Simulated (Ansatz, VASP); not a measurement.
**Sc: VASP beside Ansatz**

```xyz
1
Lattice="0.0000 2.3386 2.2705 2.3386 0.0000 2.2705 2.3386 2.3386 0.0000" Properties=species:S:1:pos:R:3 pbc="T T T"
Sc    0.0000    0.0000    0.0000
```

Change from the starting cell: strain +0.030 along x and y, +0.000 along z, atoms carried along.

Alike in both runs: task single point; functional PBEsol; k mesh 18 × 18 × 18; occupations gaussian, width 0.15 eV; no spin polarisation.

|  | VASP | Ansatz |
| --- | --- | --- |
| version | VASP 6.6.1 | Ansatz 0.2.0 |
| potentials or method | VASP PAW PBE potentials, release 64 (Sc_sv), cutoff 520 eV | scalar-relativistic, plane waves, PAW |
| valence electrons in the cell | 11 | 11 |

```csv
,VASP,Ansatz,Ansatz less VASP
gap on the k mesh at the Fermi level (eV),none,none,-
pressure (GPa),-2.6,-2.5,+0.07
"traceless stress, the component that is largest in VASP (GPa)",0.52,0.52,-0.002
```

VASP's potentials were made for PBE, not for PBEsol. A gap of «none» marks a metal or a gap that the smearing closes. The functional is the same, so the differences come from potentials, cutoffs and numerics.
